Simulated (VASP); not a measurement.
# Mn (P6_3/mmc) in VASP: notebook

Mn is run at these levels: PBE; tasks: single point.

Everything below comes from runs of VASP 6.6.1. Logs are shortened: lines on timing, memory, paths and dates and some standing lists are left out, and cuts for length are marked.

### 1 The cell of the first run

Symmetry: P6_3/mmc, No. 194, hexagonal system. The conventional cell has a = 2.398 Å, b = 2.398 Å, c = 3.887 Å, α = 90.00°, β = 90.00°, γ = 120.00°. Within 3.2 Å of Mn (site symmetry -6m2) lie 12 Mn at 2.39 to 2.40 Å.

### 2 Single point, PBE

INCAR reads:

```
SYSTEM = Mn
ALGO = Fast
EDIFF = 1E-6
ENCUT = 520
GGA = PE
ISIF = 2
ISMEAR = 0
LASPH = .True.
LCHARG = .False.
LREAL = .False.
LWAVE = .False.
NBANDS = 20
NELM = 60
PREC = Accurate
SIGMA = 0.05
```

KPOINTS reads:

```
k-points
0
Gamma
  15 15 8
  0 0 0
```

POSCAR reads:

```
Mn
1.0
    2.3979336265      0.0000000000      0.0000000000
   -1.1989668132      2.0766714372      0.0000000000
    0.0000000000      0.0000000000      3.8872485329
Mn
2
Direct
    0.6666666700      0.3333333300      0.7500000000
    0.3333333300      0.6666666700      0.2500000000
```

Potentials or basis: VASP PAW PBE potentials, release 64 (Mn_pv).

Launch:

```sh
cat potpaw_PBE.64/Mn_pv/POTCAR > POTCAR
mpirun -np 1 vasp_std > vasp.out
```

OUTCAR:

```text
SYSTEM = Mn
   EDIFF = 1E-6
   ENCUT = 520
   GGA = PE
   ISIF = 2
   ISMEAR = 0
   LASPH = .True.
   LREAL = .False.
   NELM = 60
   PREC = Accurate

 ion  position               nearest neighbor table
   1  0.667  0.333  0.750-   2 2.39   2 2.39   2 2.39   2 2.39   2 2.39   2 2.39
   2  0.333  0.667  0.250-   1 2.39   1 2.39   1 2.39   1 2.39   1 2.39   1 2.39

  LATTYP: Found a hexagonal cell.
 ALAT       =     2.3979336265
 C/A-ratio  =     1.6210826229

  Lattice vectors:

 A1 = (   2.3979336265,   0.0000000000,   0.0000000000)
 A2 = (  -1.1989668132,   2.0766714372,   0.0000000000)
 A3 = (   0.0000000000,   0.0000000000,   3.8872485329)

Analysis of symmetry for initial positions (statically):
=====================================================================
 Subroutine PRICEL returns:
 Original cell was already a primitive cell.

 Routine SETGRP: Setting up the symmetry group for a
 hexagonal supercell.

 Subroutine GETGRP returns: Found 24 space group operations
 (whereof 12 operations were pure point group operations)
 out of a pool of 24 trial point group operations.

The static configuration has the point symmetry D_3d.
 The point group associated with its full space group is D_6h.

Analysis of symmetry for dynamics (positions and initial velocities):
=====================================================================
 Subroutine PRICEL returns:
 Original cell was already a primitive cell.

 Routine SETGRP: Setting up the symmetry group for a
 hexagonal supercell.

 Subroutine GETGRP returns: Found 24 space group operations
 (whereof 12 operations were pure point group operations)
 out of a pool of 24 trial point group operations.

The dynamic configuration has the point symmetry D_3d.
 The point group associated with its full space group is D_6h.

 Subroutine INISYM returns: Found 24 space group operations
 (whereof 12 operations are pure point group operations),
 and found     1 'primitive' translations

----------------------------------------------------------------------------------------

                                     Primitive cell

  volume of cell :      19.3574

  direct lattice vectors                    reciprocal lattice vectors
     2.397933626  0.000000000  0.000000000     0.417025721  0.240769912  0.000000000
    -1.198966813  2.076671437  0.000000000     0.000000000  0.481539825  0.000000000
     0.000000000  0.000000000  3.887248533     0.000000000  0.000000000  0.257251367

  length of vectors
     2.397933626  2.397933627  3.887248533     0.481539825  0.481539825  0.257251367

  position of ions in fractional coordinates (direct lattice)
     0.666666670  0.333333330  0.750000000
     0.333333330  0.666666670  0.250000000

  ion indices of the primitive-cell ions
   primitive index   ion index
                 1           1
                 2           2

----------------------------------------------------------------------------------------

 KPOINTS: k-points

Automatic generation of k-mesh.
 Grid dimensions read from file:
 generate k-points for:   15   15    8

 Generating k-lattice:

  Cartesian coordinates                     Fractional coordinates (reciprocal lattice)
     0.027801715  0.016051327  0.000000000     0.066666667  0.000000000  0.000000000
     0.000000000  0.032102655  0.000000000     0.000000000  0.066666667  0.000000000
     0.000000000  0.000000000  0.032156421     0.000000000  0.000000000  0.125000000

  Length of vectors
     0.032102655  0.032102655  0.032156421

  Shift w.r.t. Gamma in fractional coordinates (k-lattice)
     0.000000000  0.000000000  0.000000000

 Subroutine IBZKPT returns following result:
 ===========================================

 Found    135 irreducible k-points:

 Following reciprocal coordinates:
            Coordinates               Weight
  0.000000  0.000000  0.000000      1.000000
  0.066667 -0.000000  0.000000      6.000000
  0.133333  0.000000  0.000000      6.000000
  0.200000  0.000000  0.000000      6.000000
  0.266667  0.000000  0.000000      6.000000
  0.333333  0.000000  0.000000      6.000000
[... 16 lines left out ...]
  0.333333  0.200000  0.000000     12.000000
  0.400000  0.200000  0.000000      6.000000
 [... further k-points ...]
   k-points           NKPTS =    135   k-points in BZ     NKDIM =    135   number of bands    NBANDS=     20
   number of dos      NEDOS =    301   number of ions     NIONS =      2
   total plane-waves  NPLWV =   9720
   dimension x,y,z NGX =    18 NGY =   18 NGZ =   30
   dimension x,y,z NGXF=    36 NGYF=   36 NGZF=   60
   ions per type =               2
   NGX,Y,Z   is equivalent  to a cutoff of  12.48, 12.48, 12.83 a.u.
   NGXF,Y,Z  is equivalent  to a cutoff of  24.96, 24.96, 25.66 a.u.
 SYSTEM =  Mn
   PREC   = accura    normal or accurate (medium, high low for compatibility)
   ISTART =      0    job   : 0-new  1-cont  2-samecut
   ICHARG =      2    charge: 1-file 2-atom 10-const
   ISPIN  =      1    spin polarized calculation?
   LNONCOLLINEAR =      F non collinear calculations
   LSORBIT =      F    spin-orbit coupling
   LASPH  =      T    aspherical Exc in radial PAW
   ENCUT  =  520.0 eV  38.22 Ry    6.18 a.u.   4.46  4.46  7.23*2*pi/ulx,y,z
   NELM   =     60;   NELMIN=  2; NELMDL= -5     # of ELM steps
   EDIFF  = 0.1E-05   stopping-criterion for ELM
   LREAL  =      F    real-space projection
   EDIFFG = 0.1E-04   stopping-criterion for IOM
   NSW    =      0    number of steps for IOM
   IBRION =     -1    ionic relax: 0-MD 1-quasi-New 2-CG
   NFREE  =      0    steps in history (QN), initial steepest desc. (CG)
   ISIF   =      2    stress and relaxation
   ISYM   =      2    0-nonsym 1-usesym 2-fastsym
   POTIM  = 0.5000    time-step for ionic-motion
   TEBEG  =    0.0;   TEEND  =   0.0 temperature during run
   PSTRESS=    0.0 pullay stress
   NELECT =      26.0000    total number of electrons
   NUPDOWN=      -1.0000    fix difference up-down
   EMIN   =  10.00;   EMAX   =-10.00  energy-range for DOS
   EFERMI =   0.00;   METHOD = LEGACY
   ISMEAR =     0;   SIGMA  =   0.05  broadening in eV -4-tet -1-fermi 0-gaus
   EFERMI_NEDOS =   21; number of points for ismear=-14 and -15
   IALGO  =     68    algorithm
   IMIX   =      4    mixing-type and parameters
     AMIX     =   0.40;   BMIX     =  1.00
     AMIX_MAG =   1.60;   BMIX_MAG =  1.00
  volume/ion in A,a.u.               =       9.68        65.32
  Fermi-wavevector in a.u.,A,eV,Ry     =   1.806274  3.413362 44.390698  3.262624
  Thomas-Fermi vector in A             =   2.865799
   LORBIT       =      0    0 simple, 1 ext, 2 COOP (PROOUT), +10 PAW based schemes
   GGA     = PE    functional components
   LHFCALC =     F    Hartree Fock is set to
   AEXX    =    0.0000 exact exchange contribution
   IVDW    =     0    specifies the selected vdW correction
   LEPSILON=     F    determine dielectric tensor
   LRPA    =     F    only Hartree local field effects (RPA)
 non-spin polarized calculation
 RMM-DIIS sequential band-by-band and
 Gauss-broadening in eV      SIGMA  =   0.05
  energy-cutoff  :      520.00
  volume of cell :       19.36
 maximum number of plane-waves:       543
 NGX is ok and might be reduce to    18
   NGX =  9   NGY =  9   NGZ = 15

 number of electron      25.9999981 magnetization

 Free energy of the ion-electron system (eV)
  ---------------------------------------------------
  ext. energy  EPLUGINS =         0.00000000
  ---------------------------------------------------
  free energy    TOTEN  =       -17.68246580 eV

  energy without entropy =      -17.67971596  energy(sigma->0) =      -17.68109088

 E-fermi :  11.8917     XC(G=0): -14.6646

 val. band max:       11.8916619516   @ k =   0.1333   0.1333   0.3750
 cond. band min:      11.9124273060   @ k =   0.3333   0.3333   0.5000
 fundamental gap:      0.0207653544
 Fermi energy:        11.8916979354

 k-point     1 :       0.0000    0.0000    0.0000
  band No.  band energies     occupation
      1     -36.5695      2.00000
      2     -35.6377      2.00000
      3     -35.6377      2.00000
      4     -35.4962      2.00000
      5     -35.4962      2.00000
      6     -35.4890      2.00000
[... 12 lines left out ...]
     19      22.4437      0.00000
     20      33.4186      0.00000

 k-point     2 :       0.0667   -0.0000    0.0000
  band No.  band energies     occupation
      1     -36.5539      2.00000
      2     -35.6722      2.00000
      3     -35.6487      2.00000
      4     -35.5322      2.00000
      5     -35.5011      2.00000
      6     -35.4947      2.00000
[... 12 lines left out ...]
     19      22.4377      0.00000
     20      33.2431      0.00000

 k-point     3 :       0.1333    0.0000    0.0000
  band No.  band energies     occupation
      1     -36.5085      2.00000
      2     -35.7703      2.00000
      3     -35.6792      2.00000
      4     -35.6323      2.00000
      5     -35.5156      2.00000
      6     -35.5119      2.00000
[... 12 lines left out ...]
     19      22.4264      0.00000
     20      32.1322      0.00000

 k-point     4 :       0.2000    0.0000    0.0000
  band No.  band energies     occupation
      1     -36.4377      2.00000
      2     -35.9157      2.00000
      3     -35.7760      2.00000
      4     -35.7227      2.00000
      5     -35.5410      2.00000
      6     -35.5381      2.00000
[... 12 lines left out ...]
     19      22.4224      0.00000
     20      29.8180      0.00000

 k-point     5 :       0.2667    0.0000    0.0000
  band No.  band energies     occupation
      1     -36.3485      2.00000
      2     -36.0836      2.00000
      3     -35.9359      2.00000
      4     -35.7711      2.00000
      5     -35.5822      2.00000
      6     -35.5652      2.00000
[... 12 lines left out ...]
     19      22.3966      0.00000
     20      27.2715      0.00000
[... 353 lines left out ...]
      6     -35.6482      2.00000
[... 12 lines left out ...]
     19      22.7719      0.00000
     20      25.8934      0.00000

 k-point    22 :       0.2667    0.2000    0.0000
  band No.  band energies     occupation
      1     -36.2654      2.00000
      2     -36.1792      2.00000
      3     -36.1337      2.00000
      4     -35.9169      2.00000
      5     -35.7543      2.00000
      6     -35.7057      2.00000
[... 12 lines left out ...]
     19      23.3954      0.00000
     20      24.4099      0.00000

 k-point    23 :       0.3333    0.2000    0.0000
  band No.  band energies     occupation
      1     -36.3353      2.00000
      2     -36.1883      2.00000
      3     -36.0512      2.00000
      4     -35.9900      2.00000
      5     -35.7927      2.00000
      6     -35.7651      2.00000
[... 12 lines left out ...]
     19      24.1727      0.00000
     20      25.0465      0.00000

 k-point    24 :       0.4000    0.2000    0.0000
  band No.  band energies     occupation
      1     -36.3597      2.00000
      2     -36.1853      2.00000
      3     -36.0227      2.00000
      4     -36.0114      2.00000
      5     -35.8059      2.00000
      6     -35.7967      2.00000
[... 12 lines left out ...]
     19      24.0812      0.00000
     20      26.3400      0.00000

 [... further k-points ...]
[... 5 lines left out ...]
  --------------------------------------------------------------------------------------
  -------------------------------------------------------------------------------------
  Total        4.2878452      4.2878452      4.3314204      0.0000000     -0.0000000      0.0000000
  in kB      354.8970791    354.8970791    358.5037154      0.0000000     -0.0000000      0.0000000
  external PRESSURE =     356.0992912 kB  Pullay stress =       0.0000000 kB

 VOLUME and BASIS-vectors are now :
 -----------------------------------------------------------------------------
  energy-cutoff  :      520.00
  volume of cell :       19.36
      direct lattice vectors                 reciprocal lattice vectors
     2.397933626  0.000000000  0.000000000     0.417025721  0.240769912  0.000000000
    -1.198966813  2.076671437  0.000000000     0.000000000  0.481539825  0.000000000
     0.000000000  0.000000000  3.887248533     0.000000000  0.000000000  0.257251367

 POSITION                                       TOTAL-FORCE (eV/Angst)
 -----------------------------------------------------------------------------------
      1.19897      0.69222      2.91544        -0.000000     -0.000000      0.000000
     -0.00000      1.38445      0.97181         0.000000      0.000000      0.000000
 -----------------------------------------------------------------------------------
    total drift:                               -0.000002      0.000001     -0.000000

  FREE ENERGIE OF THE ION-ELECTRON SYSTEM (eV)
  ---------------------------------------------------
  free  energy   TOTEN  =       -17.6824657997 eV

  energy  without entropy=      -17.6797159577  energy(sigma->0) =      -17.68109088
```

Run time: 44 s. Hardware: 1 thread of AMD EPYC 7R13, shared host; peak memory 0.13 GiB.

Results:

```yaml
Free_energy: -17.6825 eV
Pressure: 35.6 GPa
Band_gap_on_the_k_mesh: zero (band 13 reaches 12.98 eV, above the bottom of band 14 at 10.71 eV)
```

Stress tensor (GPa, compression positive):
```
35.49  0.00  0.00
 0.00 35.49  0.00
 0.00  0.00 35.85
```

Caveat: the run has no spin polarisation, though such a crystal can be magnetic. Spin polarisation is off, so any magnetic state and its effect on volume and gap are missing.

[end of part 1 of 2]
